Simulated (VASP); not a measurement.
NaCdBr3: single point with r2SCAN

NaCdBr3:

```
CELL_PARAMETERS angstrom
5.68263 0.00000 0.00000
0.00000 5.68263 0.00000
0.00000 0.00000 5.34080
ATOMIC_POSITIONS crystal
Na 0.00000 0.00000 0.00000
Cd 0.50000 0.50000 0.50000
Br 0.50000 0.50000 0.00000
Br 0.50000 0.00000 0.50000
Br 0.00000 0.50000 0.50000
```

This cell differs from its parent crystal: epitaxial xy strain +4.0%.

| Item | Value |
| --- | --- |
| Program | VASP 6.6.1 |
| Task | single point |
| Functional | r2SCAN |
| Potentials or basis | VASP PAW PBE potentials, release 64 (Na_pv, Cd, Br) |
| Cutoff | 520 eV |
| k mesh | 6 × 6 × 6 |
| Occupations | gaussian, width 0.01 eV |
| Spin | no spin polarisation |
| Dipole correction | no |
| Further INCAR settings | ALGO = Normal; EDIFF = 1e-06; NBANDS = 28 |

```json
{
 "Pressure": "-1.2 GPa",
 "Band gap on the k mesh": "1.34 eV (least direct gap 1.84 eV)"
}
```

Stress tensor (GPa, compression positive):
```
-1.80  0.00  0.00
 0.00 -1.80  0.00
 0.00  0.00  0.14
```

Levels at points of the mesh, in eV from the valence-band top:
```csv
k point,band 17,band 18,band 19,band 20,band 21,band 22,band 23,band 24
"(0.00, 0.00, 0.00)",-0.60,-0.54,-0.50,-0.50,1.34,3.92,7.64,7.70
"(0.50, 0.00, 0.00)",-0.83,-0.80,-0.57,-0.56,3.79,5.44,6.15,7.83
"(0.50, 0.50, 0.00)",-0.78,-0.78,-0.20,-0.10,5.41,5.89,6.82,6.82
"(0.00, 0.00, 0.50)",-1.00,-0.81,-0.57,-0.57,4.54,5.73,6.08,8.19
"(0.50, 0.00, 0.50)",-0.98,-0.84,-0.06,-0.03,5.81,6.01,6.64,7.15
"(0.50, 0.50, 0.50)",-0.08,-0.02,-0.02,0.00,4.73,5.92,5.92,6.48
```

Run time: 14 min on 1 thread of Intel Xeon 8259CL, with other jobs on the host, peak memory 0.4 GiB.

Caveat: the cell differs from its parent crystal (epitaxial xy strain +4.0%); the PAW data sets were made with another functional, which shifts forces and pressure a little. A k mesh can miss the band edges.
